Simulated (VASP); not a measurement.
# Ga3Te2O (P6/mmm) in VASP: further runs, part 2 of 2

VASP 6.6.1. Earlier steps stand in the parts before.

### Step 5. Single point, PBE

This run uses another cell than the first one, of 28.93 Å³/atom.

File INCAR:

```
PREC     = Accurate       # precision mode
ENCUT    = 520            # plane-wave cutoff, eV
EDIFF    = 1E-6           # SCF threshold, eV
ISMEAR   = 0              # smearing method
SIGMA    = 0.1            # smearing width, eV
LREAL    = False          # projectors in reciprocal space
LASPH    = True           # aspherical terms in the spheres
NELM     = 60             # most SCF steps
ALGO     = Normal         # electronic algorithm
ISIF     = 2              # what is computed and relaxed
LWAVE    = False          # write WAVECAR
LCHARG   = True           # write CHGCAR
GGA      = PE             # functional
LELF     = True           # ELF
LVHAR    = True         
NBANDS   = 38             # bands
```

File KPOINTS:

```
regular mesh
0
Gamma
  6 6 10
```

File POSCAR:

```
Ga3Te2O
1.0
    6.9151409780      0.0000000000      0.0000000000
   -3.4575704890      5.9886877577      0.0000000000
    0.0000000000      0.0000000000      4.1919329224
Ga Te O
3 2 1
Direct
    0.5000000000      0.0000000000      0.5000000000
    0.5000000000      0.5000000000      0.5000000000
    0.0000000000      0.5000000000      0.5000000000
    0.3333333333      0.6666666667      0.0000000000
    0.6666666667      0.3333333333      0.0000000000
    0.0000000000      0.0000000000      0.0000000000
```

Potentials or basis: VASP PAW PBE potentials, release 64 (Ga_d, Te, O).

The run is started by

```console
cat potpaw_PBE.64/Ga_d/POTCAR potpaw_PBE.64/Te/POTCAR potpaw_PBE.64/O/POTCAR > POTCAR
mpirun -np 1 vasp_std > vasp.out
```

OUTCAR:

```text
PREC = Accurate
   ENCUT = 520
   EDIFF = 1E-6
   ISMEAR = 0
   LREAL = False
   LASPH = True
   NELM = 60
   ISIF = 2
   GGA = PE

 ion  position               nearest neighbor table
   1  0.500  0.000  0.500-   4 2.89   5 2.89   4 2.89   5 2.89
   2  0.500  0.500  0.500-   4 2.89   5 2.89   4 2.89   5 2.89
   3  0.000  0.500  0.500-   4 2.89   5 2.89   4 2.89   5 2.89
   4  0.333  0.667  0.000-   3 2.89   3 2.89   1 2.89   1 2.89   2 2.89   2 2.89
   5  0.667  0.333  0.000-   3 2.89   3 2.89   1 2.89   1 2.89   2 2.89   2 2.89
   6  0.000  0.000  0.000-

  LATTYP: Found a hexagonal cell.
 ALAT       =     6.9151409780
 C/A-ratio  =     0.6061963069

  Lattice vectors:

 A1 = (   6.9151409780,   0.0000000000,   0.0000000000)
 A2 = (  -3.4575704890,   5.9886877577,   0.0000000000)
 A3 = (   0.0000000000,   0.0000000000,   4.1919329224)

Analysis of symmetry for initial positions (statically):
=====================================================================
 Subroutine PRICEL returns:
 Original cell was already a primitive cell.

 Routine SETGRP: Setting up the symmetry group for a
 hexagonal supercell.

 Subroutine GETGRP returns: Found 24 space group operations
 (whereof 24 operations were pure point group operations)
 out of a pool of 24 trial point group operations.

The static configuration has the point symmetry D_6h.

Analysis of symmetry for dynamics (positions and initial velocities):
=====================================================================
 Subroutine PRICEL returns:
 Original cell was already a primitive cell.

 Routine SETGRP: Setting up the symmetry group for a
 hexagonal supercell.

 Subroutine GETGRP returns: Found 24 space group operations
 (whereof 24 operations were pure point group operations)
 out of a pool of 24 trial point group operations.

The dynamic configuration has the point symmetry D_6h.

[... 120 lines left out ...]
   EFERMI =   0.00;   METHOD = LEGACY
   ISMEAR =     0;   SIGMA  =   0.10  broadening in eV -4-tet -1-fermi 0-gaus
   EFERMI_NEDOS =   21; number of points for ismear=-14 and -15
   IALGO  =     38    algorithm
   IMIX   =      4    mixing-type and parameters
     AMIX     =   0.40;   BMIX     =  1.00
     AMIX_MAG =   1.60;   BMIX_MAG =  1.00
  volume/ion in A,a.u.               =      28.93       195.25
  Fermi-wavevector in a.u.,A,eV,Ry     =   1.129408  2.134271 17.355073  1.275562
  Thomas-Fermi vector in A             =   2.266101
   LORBIT       =      0    0 simple, 1 ext, 2 COOP (PROOUT), +10 PAW based schemes
   GGA     = PE    functional components
   LHFCALC =     F    Hartree Fock is set to
   AEXX    =    0.0000 exact exchange contribution
   IVDW    =     0    specifies the selected vdW correction
   LEPSILON=     F    determine dielectric tensor
   LRPA    =     F    only Hartree local field effects (RPA)
 non-spin polarized calculation
 Gauss-broadening in eV      SIGMA  =   0.10
  energy-cutoff  :      520.00
  volume of cell :      173.60
 maximum number of plane-waves:      4716
 NGX is ok and might be reduce to    54
   NGX = 25   NGY = 25   NGZ = 15

 number of electron      56.9999975 magnetization

 Free energy of the ion-electron system (eV)
  ---------------------------------------------------
  ext. energy  EPLUGINS =         0.00000000
  ---------------------------------------------------
  free energy    TOTEN  =       -16.85805118 eV

  energy without entropy =      -16.79885700  energy(sigma->0) =      -16.82845409

 E-fermi :   2.7857     XC(G=0):  -8.5833

 val. band max:        2.7840399915   @ k =   0.0000   0.0000   0.1000
 cond. band min:       2.7949758563   @ k =   0.3333   0.3333   0.0000
 fundamental gap:      0.0109358648
 Fermi energy:         2.7857060325

 k-point     1 :       0.0000    0.0000    0.0000
  band No.  band energies     occupation
      1     -12.3542      2.00000
      2     -12.2814      2.00000
      3     -12.2814      2.00000
      4     -12.2710      2.00000
      5     -12.2710      2.00000
      6     -12.2649      2.00000
[... 973 lines left out ...]
     37       8.2493      0.00000
     38       8.5050      0.00000

 [... further k-points ...]
[... 5 lines left out ...]
  --------------------------------------------------------------------------------------
  -------------------------------------------------------------------------------------
  Total        0.0346752      0.0346752      0.0827886      0.0000000      0.0000000      0.0000000
  in kB        0.3200237      0.3200237      0.7640712      0.0000000      0.0000000      0.0000000
  external PRESSURE =       0.4680395 kB  Pullay stress =       0.0000000 kB

 VOLUME and BASIS-vectors are now :
 -----------------------------------------------------------------------------
  energy-cutoff  :      520.00
  volume of cell :      173.60
      direct lattice vectors                 reciprocal lattice vectors
     6.915140978  0.000000000  0.000000000     0.144610212  0.083490745  0.000000000
    -3.457570489  5.988687758  0.000000000     0.000000000  0.166981489  0.000000000
     0.000000000  0.000000000  4.191932922     0.000000000  0.000000000  0.238553435

 POSITION                                       TOTAL-FORCE (eV/Angst)
 -----------------------------------------------------------------------------------
      3.45757      0.00000      2.09597        -0.000000     -0.000000      0.000000
      1.72879      2.99434      2.09597         0.000000     -0.000000      0.000000
     -1.72879      2.99434      2.09597        -0.000000     -0.000000      0.000000
     -0.00000      3.99246      0.00000         0.000000      0.000000      0.000000
      3.45757      1.99623      0.00000        -0.000000     -0.000000      0.000000
      0.00000      0.00000      0.00000        -0.000000     -0.000000      0.000000
 -----------------------------------------------------------------------------------
    total drift:                                0.000000      0.000000      0.000000

  FREE ENERGIE OF THE ION-ELECTRON SYSTEM (eV)
  ---------------------------------------------------
  free  energy   TOTEN  =       -16.8580511803 eV

  energy  without entropy=      -16.7988569976  energy(sigma->0) =      -16.82845409
```

OSZICAR:

```text
N       E                     dE             d eps       ncg     rms          rms(c)
DAV:   1     0.465626672395E+03    0.46563E+03   -0.25256E+04  3400   0.191E+03
DAV:   2     0.513648769858E+02   -0.41426E+03   -0.40001E+03  3564   0.526E+02
DAV:   3    -0.180614890130E+02   -0.69426E+02   -0.67274E+02  3946   0.148E+02
[... 11 lines left out ...]
DAV:  15    -0.168580466697E+02    0.24642E-03   -0.17090E-03  4334   0.615E-02    0.351E-02
DAV:  16    -0.168580499262E+02   -0.32565E-05   -0.65703E-05  3780   0.243E-02    0.516E-03
DAV:  17    -0.168580558527E+02   -0.59265E-05   -0.44832E-05  3152   0.872E-03    0.294E-02
DAV:  18    -0.168580514980E+02    0.43547E-05   -0.58261E-05  2876   0.824E-03    0.922E-03
DAV:  19    -0.168580511803E+02    0.31771E-06   -0.17656E-06  2054   0.356E-03
   1 F= -.16858051E+02 E0= -.16828454E+02  d E =-.591942E-01
```

stdout:

```text
POSCAR found type information on POSCAR GaTeO
 POSCAR found :  3 types and       6 ions
 scaLAPACK will be used
 LDA part: xc-table for (Slater+PW92), standard interpolation
 POSCAR, INCAR and KPOINTS ok, starting setup
 FFT: planning ... GRIDC
 FFT: planning ... GRID_SOFT
 FFT: planning ... GRID
 WAVECAR not read
 entering main loop
```

It took 11 min on 1 thread of Oxide Virtual Turin-like, shared host; peak memory 0.42 GiB.

Results:

```yaml
Free_energy: -16.8581 eV
Pressure: 0.0 GPa
Band_gap_on_the_k_mesh: zero (an odd number of electrons rules out a gap without spin polarisation)
```

Levels at points of the mesh, in eV from the Fermi level:
| k point | band 24 | band 25 | band 26 | band 27 | band 28 | band 29 | band 30 | band 31 | band 32 | band 33 |
| --- | --- | --- | --- | --- | --- | --- | --- | --- | --- | --- |
| (0.00, 0.00, 0.00) | -2.90 | -1.41 | -0.08 | -0.08 | 0.04 | 0.77 | 1.39 | 1.39 | 2.51 | 2.51 |
| (0.50, 0.00, 0.00) | -2.15 | -1.36 | -1.10 | -0.44 | -0.18 | 0.02 | 1.09 | 1.15 | 2.26 | 2.47 |
| (0.00, 0.00, 0.50) | -3.98 | -1.44 | -1.44 | -0.36 | 0.10 | 0.10 | 0.21 | 0.21 | 2.48 | 3.50 |
| (0.50, 0.00, 0.50) | -2.48 | -2.07 | -0.92 | -0.49 | -0.37 | -0.11 | -0.09 | 1.76 | 1.83 | 2.31 |

Caveat: spin-orbit coupling is left out, which moves the levels of the heavy elements; an odd number of electrons without spin polarisation forces a metal; a magnetic or distorted state may lie lower.

### Step 6. Relaxation of cell and atoms, PBE

This run uses another cell than the first one, of 28.70 Å³/atom.

File INCAR:

```
SYSTEM = Ga3Te2O
PREC     = Accurate       ! precision mode
ENCUT    = 600            ! plane-wave cutoff, eV
EDIFF    = 1E-6           ! SCF threshold, eV
ISMEAR   = 0              ! smearing method
SIGMA    = 0.1            ! smearing width, eV
LREAL    = .FALSE.        ! projectors in reciprocal space
LASPH    = .TRUE.         ! aspherical terms in the spheres
NELM     = 60             ! most SCF steps
ALGO     = Normal         ! electronic algorithm
ISIF     = 3              ! what is computed and relaxed
LWAVE    = .FALSE.        ! write WAVECAR
LCHARG   = .FALSE.        ! write CHGCAR
GGA      = PE             ! functional
IBRION   = 2              ! ionic algorithm
NSW      = 100            ! ionic steps
EDIFFG   = -0.01          ! ionic threshold
```

File KPOINTS:

```
regular mesh
0
G
  6 6 10
  0 0 0
```

Edit POSCAR of step 5 so:

```diff
@@ -2,5 +2,5 @@
 1.0
-    6.9151409780      0.0000000000      0.0000000000
-   -3.4575704890      5.9886877577      0.0000000000
-    0.0000000000      0.0000000000      4.1919329224
+    6.8546157020      0.0000000000      0.0000000000
+   -3.4273078510      5.9362713311      0.0000000000
+    0.0000000000      0.0000000000      4.2325319520
 Ga Te O
```

Potentials or basis: VASP PAW PBE potentials, release 64 (Ga_d, Te, O).

The run is started by

```console
cat potpaw_PBE.64/Ga_d/POTCAR potpaw_PBE.64/Te/POTCAR potpaw_PBE.64/O/POTCAR > POTCAR
mpirun -np 1 vasp_std > vasp.out
```

Run time: 41 min. Hardware: 1 thread of Oxide Virtual Turin-like, shared host; peak memory 0.51 GiB.

Results (log left out):

```
Free energy                           : -16.8576 eV
Relaxed volume                        : 28.97 Å³/atom
Relaxed cell                          : a = 6.922 Å, b = 6.922 Å, c = 4.189 Å, α = 90.00°, β = 90.00°, γ = 120.00°
Space group after relaxing (to 0.1 Å) : P6/mmm (No. 191)
Energy gained by relaxing             : 0.4 meV/atom
Ionic steps                           : 7
Pressure after relaxing               : 0.0 GPa
Band gap on the k mesh                : zero (an odd number of electrons rules out a gap without spin polarisation)
```

Stress tensor (GPa, compression positive):
```
-0.03  0.00  0.00
 0.00 -0.03  0.00
 0.00  0.00  0.04
```

Step by step:
```
step  energy change (eV)  largest force (eV/Å)  pressure (GPa)  volume (Å³)
   1              0.0000                0.0000           -0.05       172.23
   2             -0.0008                0.0000            0.02       171.98
   3             -0.0012                0.0000            0.16       171.60
   4             -0.0012                0.0000            0.15       171.68
   5             -0.0019                0.0000            0.09       172.30
   6             -0.0022                0.0000            0.07       172.80
   7             -0.0024                0.0000           -0.01       173.80
```

Final structure:
```
Ga Te O
1.0
     6.92176    0.00000    0.00000
    -3.46088    5.99442    0.00000
     0.00000    0.00000    4.18878
Ga Te O
3 2 1
Direct
  0.50000 0.00000 0.50000
  0.50000 0.50000 0.50000
  0.00000 0.50000 0.50000
  0.33333 0.66667 0.00000
  0.66667 0.33333 0.00000
  0.00000 0.00000 0.00000
```

Levels at points of the mesh, in eV from the Fermi level:
```
           k point  band 26  band 27  band 28  band 29  band 30  band 31
(0.00, 0.00, 0.00)    -0.08    -0.08     0.04     0.78     1.40     1.40
(0.50, 0.00, 0.00)    -1.09    -0.44    -0.18     0.02     1.09     1.15
(0.00, 0.00, 0.50)    -1.44    -0.36     0.10     0.10     0.21     0.21
(0.50, 0.00, 0.50)    -0.93    -0.50    -0.37    -0.10    -0.09     1.76
```

Caveat: spin-orbit coupling is left out, which moves the levels of the heavy elements; an odd number of electrons without spin polarisation forces a metal; a magnetic or distorted state may lie lower.

### Step 7. The runs side by side

| task | cell | k mesh | cutoff (eV) | gap on the mesh (eV) | pressure (GPa) | relaxed volume (Å³/atom) |
| --- | --- | --- | --- | --- | --- | --- |
| single point | a = 6.476, b = 6.476, c = 3.555 Å, angles 90.0, 90.0, 120.0°, 6 atoms | 3 × 3 × 6 | 520 | none | 19.3 | - |
| single point | a = 6.855, b = 6.855, c = 4.233 Å, angles 90.0, 90.0, 120.0°, 6 atoms | 3 × 3 × 6 | 520 | none | 0.0 | - |
| relaxation of cell and atoms | relaxed from a = 6.476, b = 6.476, c = 3.555 Å, angles 90.0, 90.0, 120.0°, 6 atoms | 3 × 3 × 6 | 600 | none | -0.1 | 28.83 |
| single point | a = 6.915, b = 6.915, c = 4.192 Å, angles 90.0, 90.0, 120.0°, 6 atoms | 6 × 6 × 10 | 520 | none | 0.0 | - |
| relaxation of cell and atoms | relaxed from a = 6.855, b = 6.855, c = 4.233 Å, angles 90.0, 90.0, 120.0°, 6 atoms | 6 × 6 × 10 | 600 | none | 0.0 | 28.97 |

Alike in all rows: level PBE; potentials or basis VASP PAW PBE potentials, release 64 (Ga_d, Te, O); no spin polarisation; smearing gaussian 0.1 eV.

Caveats: some runs use coarse meshes; spin-orbit coupling is left out, which moves the levels of the heavy elements; an odd number of electrons without spin polarisation forces a metal; a magnetic or distorted state may lie lower; the volume moved by over 15 % at a fixed basis, so the end points are rough (at least some runs).

Absolute energies hang on the potentials; compare differences alone.
